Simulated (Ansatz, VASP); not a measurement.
**Sr2ScBiO6: VASP beside Ansatz**

```
CELL_PARAMETERS angstrom
0.00000 4.17550 4.17550
4.17550 0.00000 4.17550
4.17550 4.17550 0.00000
ATOMIC_POSITIONS crystal
Sr 0.25000 0.25000 0.25000
Sr 0.75000 0.75000 0.75000
Sc 0.50000 0.50000 0.50000
Bi 0.00000 0.00000 0.00000
O 0.74852 0.25148 0.25148
O 0.25148 0.74852 0.74852
O 0.25148 0.74852 0.25148
O 0.74852 0.25148 0.74852
O 0.25148 0.25148 0.74852
O 0.74852 0.74852 0.25148
```

Alike in both runs: task single point; functional LDA; k mesh 2 × 2 × 2; occupations methfessel-paxton of order 1, width 0.1 eV; no spin polarisation.

|  | VASP | Ansatz |
| --- | --- | --- |
| version | VASP 6.6.1 | Ansatz 0.2.0 |
| potentials or method | VASP PAW LDA potentials, release 64 (Sr_sv, Sc_sv, Bi_d, O), cutoff 520 eV | plane waves, PAW |
| valence electrons in the cell | 82 | 82 |

Ansatz gave:

- gap on the k mesh at the Fermi level (eV): 1.70
- pressure (GPa): -9.8
- rms of the force components (eV/Å): 0.135

Which values does VASP return?

gap on the k mesh at the Fermi level (eV): 1.71; pressure (GPa): -9.1; rms of the force components (eV/Å): 0.142.

LDA's correlation is that of Perdew and Zunger in VASP and of Perdew and Wang (1992) in Ansatz. Atom by atom the forces differ by 0.006 eV/Å (rms over components). Ansatz's warnings: force scf threshold loose, stress scf threshold loose.

The k mesh is coarse, so the values compare programs but aren't converged. Neither program's run includes spin-orbit coupling.
